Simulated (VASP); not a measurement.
# HfWF3 (Pm-3m) in VASP: notebook

The runs below take HfWF3 through single point, relaxation of cell and atoms, with PBE.

Program: VASP 6.6.1. These are calculated values, not measurements. Logs are shortened: lines on timing, memory, paths and dates and some standing lists are left out, and cuts for length are marked.

### 1 The cell of the first run

Symmetry: Pm-3m, No. 221, cubic system. The conventional cell has a = 4.009 Å, b = 4.009 Å, c = 4.009 Å, α = 90.00°, β = 90.00°, γ = 90.00°. Within 3.7 Å of Hf (site symmetry m-3m) lie 12 F at 2.83 Å and 8 W at 3.47 Å. W (site symmetry m-3m) has 6 F at 2.00 Å within 2.7 Å. F (site symmetry 4/mmm) has 2 W at 2.00 Å within 2.7 Å.

The cell was built from a structure type or drawn by symmetry, and may not be a known phase.

### 2 Single point, PBE

INCAR reads:

```
  PREC = Accurate
  ENCUT = 520
  EDIFF = 1E-6
  ISMEAR = 0
  SIGMA = 0.1
  LREAL = F
  LASPH = T
  NELM = 100
  ALGO = Normal
  ISIF = 2
  LWAVE = F
  LCHARG = F
  GGA = PE
  NBANDS = 30
```

KPOINTS reads:

```
regular mesh
0
Gamma
  4 4 4
```

POSCAR reads:

```
HfWF3
1.0
    4.0088546700      0.0000000000      0.0000000000
    0.0000000000      4.0088546700      0.0000000000
    0.0000000000      0.0000000000      4.0088546700
Hf W F
1 1 3
Direct
    0.5000000000      0.5000000000      0.5000000000
    0.0000000000      0.0000000000      0.0000000000
    0.5000000000      0.0000000000      0.0000000000
    0.0000000000      0.5000000000      0.0000000000
    0.0000000000      0.0000000000      0.5000000000
```

Potentials or basis: VASP PAW PBE potentials, release 64 (Hf_pv, W_sv, F).

Started as:

```
> cat potpaw_PBE.64/Hf_pv/POTCAR potpaw_PBE.64/W_sv/POTCAR potpaw_PBE.64/F/POTCAR > POTCAR
> mpirun -np 1 vasp_std > vasp.out
```

OUTCAR:

```text
PREC = Accurate
   ENCUT = 520
   EDIFF = 1E-6
   ISMEAR = 0
   LREAL = F
   LASPH = T
   NELM = 100
   ISIF = 2
   GGA = PE

 ion  position               nearest neighbor table
   1  0.500  0.500  0.500-   3 2.83   4 2.83   5 2.83   3 2.83   4 2.83   3 2.83   5 2.83   3 2.83
                             4 2.83   5 2.83   4 2.83   5 2.83   2 3.47   2 3.47   2 3.47   2 3.47
   2  0.000  0.000  0.000-   3 2.00   4 2.00   5 2.00   5 2.00   4 2.00   3 2.00   1 3.47   1 3.47
                             1 3.47   1 3.47   1 3.47   1 3.47   1 3.47   1 3.47
   3  0.500  0.000  0.000-   2 2.00   2 2.00   1 2.83   1 2.83   1 2.83   1 2.83
   4  0.000  0.500  0.000-   2 2.00   2 2.00   1 2.83   1 2.83   1 2.83   1 2.83
   5  0.000  0.000  0.500-   2 2.00   2 2.00   1 2.83   1 2.83   1 2.83   1 2.83

  LATTYP: Found a simple cubic cell.
 ALAT       =     4.0088546700

  Lattice vectors:

 A1 = (   4.0088546700,   0.0000000000,   0.0000000000)
 A2 = (   0.0000000000,   4.0088546700,   0.0000000000)
 A3 = (   0.0000000000,   0.0000000000,   4.0088546700)

Analysis of symmetry for initial positions (statically):
=====================================================================
 Subroutine PRICEL returns:
 Original cell was already a primitive cell.

 Routine SETGRP: Setting up the symmetry group for a
 simple cubic supercell.

 Subroutine GETGRP returns: Found 48 space group operations
 (whereof 48 operations were pure point group operations)
 out of a pool of 48 trial point group operations.

The static configuration has the point symmetry O_h .

Analysis of symmetry for dynamics (positions and initial velocities):
=====================================================================
 Subroutine PRICEL returns:
 Original cell was already a primitive cell.

 Routine SETGRP: Setting up the symmetry group for a
 simple cubic supercell.

 Subroutine GETGRP returns: Found 48 space group operations
 (whereof 48 operations were pure point group operations)
 out of a pool of 48 trial point group operations.

The dynamic configuration has the point symmetry O_h .

 Subroutine INISYM returns: Found 48 space group operations
 (whereof 48 operations are pure point group operations),
 and found     1 'primitive' translations

----------------------------------------------------------------------------------------

                                     Primitive cell

  volume of cell :      64.4260

  direct lattice vectors                    reciprocal lattice vectors
     4.008854670  0.000000000  0.000000000     0.249447806  0.000000000  0.000000000
     0.000000000  4.008854670  0.000000000     0.000000000  0.249447806  0.000000000
     0.000000000  0.000000000  4.008854670     0.000000000  0.000000000  0.249447806

  length of vectors
     4.008854670  4.008854670  4.008854670     0.249447806  0.249447806  0.249447806

  position of ions in fractional coordinates (direct lattice)
     0.500000000  0.500000000  0.500000000
     0.000000000  0.000000000  0.000000000
     0.500000000  0.000000000  0.000000000
     0.000000000  0.500000000  0.000000000
     0.000000000  0.000000000  0.500000000

  ion indices of the primitive-cell ions
   primitive index   ion index
                 1           1
                 2           2
                 3           3
                 4           4
                 5           5

----------------------------------------------------------------------------------------

 KPOINTS: regular mesh

Automatic generation of k-mesh.
 Grid dimensions read from file:
 generate k-points for:    4    4    4

 Generating k-lattice:

  Cartesian coordinates                     Fractional coordinates (reciprocal lattice)
     0.062361951  0.000000000  0.000000000     0.250000000  0.000000000  0.000000000
     0.000000000  0.062361951  0.000000000     0.000000000  0.250000000  0.000000000
     0.000000000  0.000000000  0.062361951     0.000000000  0.000000000  0.250000000

  Length of vectors
     0.062361951  0.062361951  0.062361951

  Shift w.r.t. Gamma in fractional coordinates (k-lattice)
     0.000000000  0.000000000  0.000000000

 Subroutine IBZKPT returns following result:
 ===========================================

 Found     10 irreducible k-points:

 Following reciprocal coordinates:
            Coordinates               Weight
  0.000000  0.000000  0.000000      1.000000
  0.250000  0.000000  0.000000      6.000000
  0.500000  0.000000  0.000000      3.000000
  0.250000  0.250000  0.000000     12.000000
  0.500000  0.250000  0.000000     12.000000
  0.500000  0.500000  0.000000      3.000000
  0.250000  0.250000  0.250000      8.000000
  0.500000  0.250000  0.250000     12.000000
  0.500000  0.500000  0.250000      6.000000
  0.500000  0.500000  0.500000      1.000000
   k-points           NKPTS =     10   k-points in BZ     NKDIM =     10   number of bands    NBANDS=     30
   number of dos      NEDOS =    301   number of ions     NIONS =      5
   total plane-waves  NPLWV =  27000
   dimension x,y,z NGX =    30 NGY =   30 NGZ =   30
   dimension x,y,z NGXF=    60 NGYF=   60 NGZF=   60
   ions per type =               1   1   3
   NGX,Y,Z   is equivalent  to a cutoff of  12.44, 12.44, 12.44 a.u.
   NGXF,Y,Z  is equivalent  to a cutoff of  24.88, 24.88, 24.88 a.u.
 SYSTEM =  unknown system
   PREC   = accura    normal or accurate (medium, high low for compatibility)
   ISTART =      0    job   : 0-new  1-cont  2-samecut
   ICHARG =      2    charge: 1-file 2-atom 10-const
   ISPIN  =      1    spin polarized calculation?
   LNONCOLLINEAR =      F non collinear calculations
   LSORBIT =      F    spin-orbit coupling
   LASPH  =      T    aspherical Exc in radial PAW
   ENCUT  =  520.0 eV  38.22 Ry    6.18 a.u.   7.45  7.45  7.45*2*pi/ulx,y,z
   NELM   =    100;   NELMIN=  2; NELMDL= -5     # of ELM steps
   EDIFF  = 0.1E-05   stopping-criterion for ELM
   LREAL  =      F    real-space projection
   EDIFFG = 0.1E-04   stopping-criterion for IOM
   NSW    =      0    number of steps for IOM
   IBRION =     -1    ionic relax: 0-MD 1-quasi-New 2-CG
   NFREE  =      0    steps in history (QN), initial steepest desc. (CG)
   ISIF   =      2    stress and relaxation
   ISYM   =      2    0-nonsym 1-usesym 2-fastsym
   POTIM  = 0.5000    time-step for ionic-motion
[... 10 lines left out ...]
     AMIX     =   0.40;   BMIX     =  1.00
     AMIX_MAG =   1.60;   BMIX_MAG =  1.00
  volume/ion in A,a.u.               =      12.89        86.95
  Fermi-wavevector in a.u.,A,eV,Ry     =   1.452531  2.744885 28.706195  2.109846
  Thomas-Fermi vector in A             =   2.569902
   LORBIT       =      0    0 simple, 1 ext, 2 COOP (PROOUT), +10 PAW based schemes
   GGA     = PE    functional components
   LHFCALC =     F    Hartree Fock is set to
   AEXX    =    0.0000 exact exchange contribution
   IVDW    =     0    specifies the selected vdW correction
   LEPSILON=     F    determine dielectric tensor
   LRPA    =     F    only Hartree local field effects (RPA)
 non-spin polarized calculation
 Gauss-broadening in eV      SIGMA  =   0.10
  energy-cutoff  :      520.00
  volume of cell :       64.43
 maximum number of plane-waves:      1750
 NGX is ok and might be reduce to    30
   NGX = 15   NGY = 15   NGZ = 15

 number of electron      44.9999953 magnetization

 Free energy of the ion-electron system (eV)
  ---------------------------------------------------
  ext. energy  EPLUGINS =         0.00000000
  ---------------------------------------------------
  free energy    TOTEN  =       -28.70014502 eV

  energy without entropy =      -28.67392226  energy(sigma->0) =      -28.68703364

 E-fermi :   7.6163     XC(G=0): -11.5920

 val. band max:        7.5938571986   @ k =   0.5000   0.0000   0.0000
 cond. band min:       7.6487929239   @ k =   0.5000   0.0000   0.0000
 fundamental gap:      0.0549357253
 Fermi energy:         7.6163469548

 k-point     1 :       0.0000    0.0000    0.0000
  band No.  band energies     occupation
      1     -67.4989      2.00000
      2     -31.9196      2.00000
      3     -31.9196      2.00000
      4     -31.9196      2.00000
      5     -24.7282      2.00000
      6     -24.7282      2.00000
[... 22 lines left out ...]
     29       9.5340      0.00000
     30       9.5340      0.00000

 k-point     2 :       0.2500    0.0000    0.0000
  band No.  band energies     occupation
      1     -67.4986      2.00000
      2     -31.9862      2.00000
      3     -31.9182      2.00000
      4     -31.9182      2.00000
      5     -24.7601      2.00000
      6     -24.7269      2.00000
[... 22 lines left out ...]
     29       9.4982      0.00000
     30      10.5878      0.00000

 k-point     3 :       0.5000    0.0000    0.0000
  band No.  band energies     occupation
      1     -67.4983      2.00000
      2     -32.0510      2.00000
      3     -31.9167      2.00000
      4     -31.9167      2.00000
      5     -24.7914      2.00000
      6     -24.7256      2.00000
[... 22 lines left out ...]
     29       9.4349      0.00000
     30       9.8928      0.00000

 k-point     4 :       0.2500    0.2500    0.0000
  band No.  band energies     occupation
      1     -67.4983      2.00000
      2     -31.9850      2.00000
      3     -31.9849      2.00000
      4     -31.9168      2.00000
      5     -24.7581      2.00000
      6     -24.7485      2.00000
[... 22 lines left out ...]
     29      10.0849      0.00000
     30      11.4450      0.00000

 k-point     5 :       0.5000    0.2500    0.0000
  band No.  band energies     occupation
      1     -67.4980      2.00000
      2     -32.0500      2.00000
      3     -31.9837      2.00000
      4     -31.9154      2.00000
      5     -24.7793      2.00000
      6     -24.7467      2.00000
[... 22 lines left out ...]
     29       9.8971      0.00000
     30      10.3986      0.00000

 k-point     6 :       0.5000    0.5000    0.0000
  band No.  band energies     occupation
      1     -67.4978      2.00000
      2     -32.0490      2.00000
      3     -32.0490      2.00000
      4     -31.9141      2.00000
      5     -24.7676      2.00000
      6     -24.7676      2.00000
[... 22 lines left out ...]
     29      10.4893      0.00000
     30      10.8984      0.00000

 k-point     7 :       0.2500    0.2500    0.2500
  band No.  band energies     occupation
      1     -67.4980      2.00000
      2     -31.9839      2.00000
      3     -31.9834      2.00000
      4     -31.9834      2.00000
      5     -24.7544      2.00000
      6     -24.7453      2.00000
[... 22 lines left out ...]
     29      11.5076      0.00000
     30      11.5076      0.00000

 k-point     8 :       0.5000    0.2500    0.2500
  band No.  band energies     occupation
      1     -67.4977      2.00000
      2     -32.0486      2.00000
      3     -31.9826      2.00000
      4     -31.9817      2.00000
      5     -24.7711      2.00000
      6     -24.7448      2.00000
[... 22 lines left out ...]
     29      11.2359      0.00000
     30      11.5575      0.00000

 k-point     9 :       0.5000    0.5000    0.2500
  band No.  band energies     occupation
      1     -67.4975      2.00000
      2     -32.0472      2.00000
      3     -32.0472      2.00000
      4     -31.9806      2.00000
      5     -24.7631      2.00000
      6     -24.7631      2.00000
[... 22 lines left out ...]
     29      12.0864      0.00000
     30      12.3728      0.00000

 k-point    10 :       0.5000    0.5000    0.5000
  band No.  band energies     occupation
      1     -67.4972      2.00000
      2     -32.0453      2.00000
      3     -32.0453      2.00000
      4     -32.0453      2.00000
      5     -24.7585      2.00000
      6     -24.7585      2.00000
[... 22 lines left out ...]
     29      13.6055      0.00000
     30      13.6056      0.00000

------------------------ aborting loop because EDIFF is reached ----------------------------------------

  FORCE on cell =-STRESS in cart. coord.  units (eV):
  Direction    XX          YY          ZZ          XY          YZ          ZX
  --------------------------------------------------------------------------------------
  -------------------------------------------------------------------------------------
  Total       10.2999049     10.2999049     10.2999049     -0.0000000     -0.0000000      0.0000000
  in kB      256.1432166    256.1432166    256.1432166     -0.0000000     -0.0000000      0.0000000
  external PRESSURE =     256.1432166 kB  Pullay stress =       0.0000000 kB

 VOLUME and BASIS-vectors are now :
 -----------------------------------------------------------------------------
  energy-cutoff  :      520.00
  volume of cell :       64.43
      direct lattice vectors                 reciprocal lattice vectors
     4.008854670  0.000000000  0.000000000     0.249447806  0.000000000  0.000000000
     0.000000000  4.008854670  0.000000000     0.000000000  0.249447806  0.000000000
     0.000000000  0.000000000  4.008854670     0.000000000  0.000000000  0.249447806

 POSITION                                       TOTAL-FORCE (eV/Angst)
 -----------------------------------------------------------------------------------
      2.00443      2.00443      2.00443         0.000000      0.000000      0.000000
      0.00000      0.00000      0.00000         0.000000      0.000000      0.000000
      2.00443      0.00000      0.00000         0.000000      0.000000      0.000000
      0.00000      2.00443      0.00000         0.000000      0.000000      0.000000
      0.00000      0.00000      2.00443         0.000000      0.000000      0.000000
 -----------------------------------------------------------------------------------
    total drift:                                0.000000     -0.000000      0.000000

  FREE ENERGIE OF THE ION-ELECTRON SYSTEM (eV)
  ---------------------------------------------------
  free  energy   TOTEN  =       -28.7001450239 eV

  energy  without entropy=      -28.6739222646  energy(sigma->0) =      -28.68703364
```

Run time: 19 s. Hardware: 1 thread of Intel Xeon Platinum 8259CL at 2.50GHz (Skylake/Cascade Lake), shared host; peak memory 0.17 GiB.

Results:

- Free energy: -28.7001 eV
- Pressure: 25.6 GPa
- Band gap on the k mesh: zero (an odd number of electrons rules out a gap without spin polarisation)

Caveat: the k points lie up to 0.39 Å⁻¹ apart, too coarse for converged energies and pressures of a metal; spin-orbit coupling is left out, which moves the levels of the heavy elements; an odd number of electrons without spin polarisation forces a metal; a magnetic or distorted state may lie lower.

### 3 Single point, PBE

This run uses another cell than the first one, of 15.19 Å³/atom.

INCAR reads:

```
  ALGO = Normal
  EDIFF = 1E-6
  ENCUT = 520
  GGA = PE
  ISIF = 2
  ISMEAR = 0
  LASPH = T
  LCHARG = F
  LREAL = F
  LWAVE = F
  NBANDS = 30
  NELM = 100
  PREC = Accurate
  SIGMA = 0.1
```

KPOINTS reads:

```
k-points
0
Gamma
  4 4 4
```

Changes to POSCAR since step 2:

```diff
@@ -2,5 +2,5 @@
 1.0
-    4.0088546700      0.0000000000      0.0000000000
-    0.0000000000      4.0088546700      0.0000000000
-    0.0000000000      0.0000000000      4.0088546700
+    4.2344592916      0.0000000000      0.0000000000
+    0.0000000000      4.2344592916      0.0000000000
+    0.0000000000      0.0000000000      4.2344592916
 Hf W F
```

Potentials or basis: VASP PAW PBE potentials, release 64 (Hf_pv, W_sv, F).

Started as:

```
> cat potpaw_PBE.64/Hf_pv/POTCAR potpaw_PBE.64/W_sv/POTCAR potpaw_PBE.64/F/POTCAR > POTCAR
> mpirun -np 1 vasp_std > vasp.out
```

Wall time 17 s (1 thread of Intel Xeon Platinum 8259CL at 2.50GHz (Skylake/Cascade Lake), shared host); peak memory 0.19 GiB.

The run converged. Its results:

```yaml
Free_energy: -29.5313 eV
Pressure: 0.6 GPa
Band_gap_on_the_k_mesh: zero (an odd number of electrons rules out a gap without spin polarisation)
```

Levels at points of the mesh, in eV from the Fermi level:
```
           k point  band 20  band 21  band 22  band 23  band 24  band 25
(0.00, 0.00, 0.00)    -3.27    -1.42    -1.42    -1.42    -0.65    -0.65
(0.50, 0.00, 0.00)    -0.97    -0.94     0.00     0.00     0.14     0.32
(0.50, 0.50, 0.00)    -0.21    -0.21    -0.18     0.13     0.69     1.76
(0.50, 0.50, 0.50)    -0.07    -0.07    -0.07     0.47     0.88     0.88
```

Caveat: the k points lie up to 0.37 Å⁻¹ apart, too coarse for converged energies and pressures of a metal; spin-orbit coupling is left out, which moves the levels of the heavy elements; an odd number of electrons without spin polarisation forces a metal; a magnetic or distorted state may lie lower.

### 4 Relaxation of cell and atoms, PBE

INCAR reads:

```
SYSTEM = HfWF3
  PREC = Accurate
  ENCUT = 600
  EDIFF = 1E-7
  ISMEAR = 0
  SIGMA = 0.1
  LREAL = .False.
  LASPH = .True.
  NELM = 60
  ALGO = Normal
  ISIF = 3
  LWAVE = .False.
  LCHARG = .False.
  GGA = PE
  IBRION = 2
  NSW = 90
  EDIFFG = -0.04
```

KPOINTS reads:

```
regular mesh
0
Gamma
  4 4 4
  0 0 0
```

Changes to POSCAR since step 3:

```diff
@@ -2,5 +2,5 @@
 1.0
-    4.2344592916      0.0000000000      0.0000000000
-    0.0000000000      4.2344592916      0.0000000000
-    0.0000000000      0.0000000000      4.2344592916
+    4.0088546700      0.0000000000      0.0000000000
+    0.0000000000      4.0088546700      0.0000000000
+    0.0000000000      0.0000000000      4.0088546700
 Hf W F
```

Started as:

```
> cat potpaw_PBE.64/Hf_pv/POTCAR potpaw_PBE.64/W_sv/POTCAR potpaw_PBE.64/F/POTCAR > POTCAR
> mpirun -np 1 vasp_std > vasp.out
```

Wall time 56 s (1 thread of Intel Xeon Platinum 8259CL at 2.50GHz (Skylake/Cascade Lake), shared host); peak memory 0.19 GiB.

It converged, with:

| Item | Value |
| --- | --- |
| Free energy | -29.5100 eV |
| Relaxed volume | 15.27 Å³/atom |
| Relaxed cell | a = 4.242 Å, b = 4.242 Å, c = 4.242 Å, α = 90.00°, β = 90.00°, γ = 90.00° |
| Space group after relaxing (to 0.1 Å) | Pm-3m (No. 221) |
| Energy gained by relaxing | 160.3 meV/atom |
| Ionic steps | 3 |
| Pressure after relaxing | 0.2 GPa |
| Band gap on the k mesh | zero (an odd number of electrons rules out a gap without spin polarisation) |

Step by step:
```tsv
step	energy change (eV)	largest force (eV/Å)	pressure (GPa)	volume (Å³)
1	0.0000	0.0000	25.54	64.43
2	-0.5252	0.0000	-8.86	85.54
3	-0.8016	0.0000	0.17	76.34
```

Final structure:
```
CELL_PARAMETERS angstrom
4.24219 0.00000 0.00000
0.00000 4.24219 0.00000
0.00000 0.00000 4.24219
ATOMIC_POSITIONS crystal
Hf 0.50000 0.50000 0.50000
W 0.00000 0.00000 0.00000
F 0.50000 0.00000 0.00000
F 0.00000 0.50000 0.00000
F 0.00000 0.00000 0.50000
```

Levels at points of the mesh, in eV from the Fermi level:
| k point | band 18 | band 19 | band 20 | band 21 | band 22 | band 23 | band 24 | band 25 | band 26 | band 27 |
| --- | --- | --- | --- | --- | --- | --- | --- | --- | --- | --- |
| (0.00, 0.00, 0.00) | -7.22 | -7.22 | -3.27 | -1.43 | -1.43 | -1.43 | -0.65 | -0.65 | 1.35 | 1.35 |
| (0.50, 0.00, 0.00) | -7.30 | -7.30 | -0.99 | -0.94 | 0.14 | 0.29 | 0.86 | 1.14 | 1.14 | 1.73 |
| (0.50, 0.50, 0.00) | -7.61 | -6.74 | -0.23 | -0.23 | -0.19 | 0.11 | 0.69 | 1.77 | 1.77 | 2.09 |
| (0.50, 0.50, 0.50) | -6.71 | -6.71 | -0.06 | -0.06 | -0.06 | 0.45 | 0.85 | 0.85 | 0.85 | 1.61 |

Caveat: the k points lie up to 0.37 Å⁻¹ apart in the final cell, too coarse for converged energies and pressures of a metal; the volume moved by over 15 % at a fixed basis, so the end points are rough; spin-orbit coupling is left out, which moves the levels of the heavy elements; an odd number of electrons without spin polarisation forces a metal; a magnetic or distorted state may lie lower.

### 5 The runs side by side

```tsv
task	cell	cutoff (eV)	gap on the mesh (eV)	pressure (GPa)
single point	a = 4.009 Å, 5 atoms	520	none	25.6
single point	a = 4.234 Å, 5 atoms	520	none	0.6
relaxation of cell and atoms	relaxed from a = 4.009 Å, 5 atoms	600	none	0.2
```

Alike in all rows: level PBE; potentials or basis VASP PAW PBE potentials, release 64 (Hf_pv, W_sv, F); no spin polarisation; k mesh 4 × 4 × 4; smearing gaussian 0.1 eV.

Caveats: all runs use coarse meshes; spin-orbit coupling is left out, which moves the levels of the heavy elements; an odd number of electrons without spin polarisation forces a metal; a magnetic or distorted state may lie lower; the volume moved by over 15 % at a fixed basis, so the end points are rough (at least some runs).

Total energies depend on the potentials used, so only differences within one code and one set of settings carry meaning.
